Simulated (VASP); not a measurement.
**Pd: single point with PBE**

Pd:

```
Pd
1.0
     0.00000    1.94490    1.88655
     1.94490    0.00000    1.88655
     1.94490    1.94490    0.00000
Pd
1
Direct
  0.00000 0.00000 0.00000
```

This cell differs from its parent crystal: strain -0.0300 x Voigt [0, 0, 1, 0, 0, 0].

| Quantity | Value |
| --- | --- |
| Program | VASP 6.6.1 |
| Task | single point |
| Functional | PBE |
| Potentials or basis | VASP PAW PBE potentials, release 64 (Pd) |
| Cutoff | 520 eV |
| k mesh | 20 × 20 × 20 |
| Occupations | gaussian, width 0.15 eV |
| Spin | no spin polarisation |

| Property | Result |
| --- | --- |
| Pressure | 14.2 GPa |
| Band gap on the k mesh | zero (bands 5 and 6 overlap by 1.77 eV) |

Stress tensor (GPa, compression positive):
```
13.66  0.00  0.00
 0.00 13.66  0.00
 0.00  0.00 15.35
```

Levels at points of the mesh, in eV from the Fermi level:
| k point | band 3 | band 4 | band 5 | band 6 | band 7 | band 8 |
| --- | --- | --- | --- | --- | --- | --- |
| (0.00, 0.00, 0.00) | -3.08 | -2.79 | -1.45 | -1.14 | 17.23 | 21.92 |
| (0.50, 0.00, 0.00) | -2.90 | -0.09 | 0.05 | 0.95 | 7.60 | 16.55 |
| (0.50, 0.50, 0.00) | -0.05 | 0.32 | 0.32 | 3.78 | 11.69 | 13.02 |
| (0.50, 0.00, 0.50) | -0.06 | 0.20 | 0.41 | 3.15 | 10.85 | 13.49 |

It took 120 s on 1 thread of Intel Xeon 8259CL, on a shared host, peak memory 0.21 GiB.

Caveat: the cell differs from its parent crystal (strain -0.0300 x Voigt [0, 0, 1, 0, 0, 0]); the cell stands under pressure.
